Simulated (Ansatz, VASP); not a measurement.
Two plane-wave programs on HgTe

```
CELL_PARAMETERS angstrom
0.00000 3.28920 3.28920
3.28920 0.00000 3.28920
3.28920 3.28920 0.00000
ATOMIC_POSITIONS crystal
Hg 0.00000 0.00000 0.00000
Te 0.25000 0.25000 0.25000
```

Alike in both runs: task single point; functional r2SCAN; k mesh 6 × 6 × 6; occupations fermi-dirac, width 0.02 eV; no spin polarisation.

```csv
,VASP,Ansatz
version,VASP 6.6.1,Ansatz 0.2.0
potentials or method,"VASP PAW PBE potentials, release 64 (Hg, Te)","plane waves, PAW"
plane-wave cutoff (eV),520,500
valence electrons in the cell,18,36
```

|  | VASP | Ansatz | Ansatz less VASP |
| --- | --- | --- | --- |
| pressure (GPa) | 0.0 | 0.0 | -0.06 |

VASP's potentials were made for PBE, not for r2SCAN. The functional is the same, so the differences come from potentials, cutoffs and numerics. VASP's potentials hold 18 valence electrons a cell and Ansatz's 36, so a difference there can come from the potentials and not from the codes.

Neither program's run includes spin-orbit coupling.
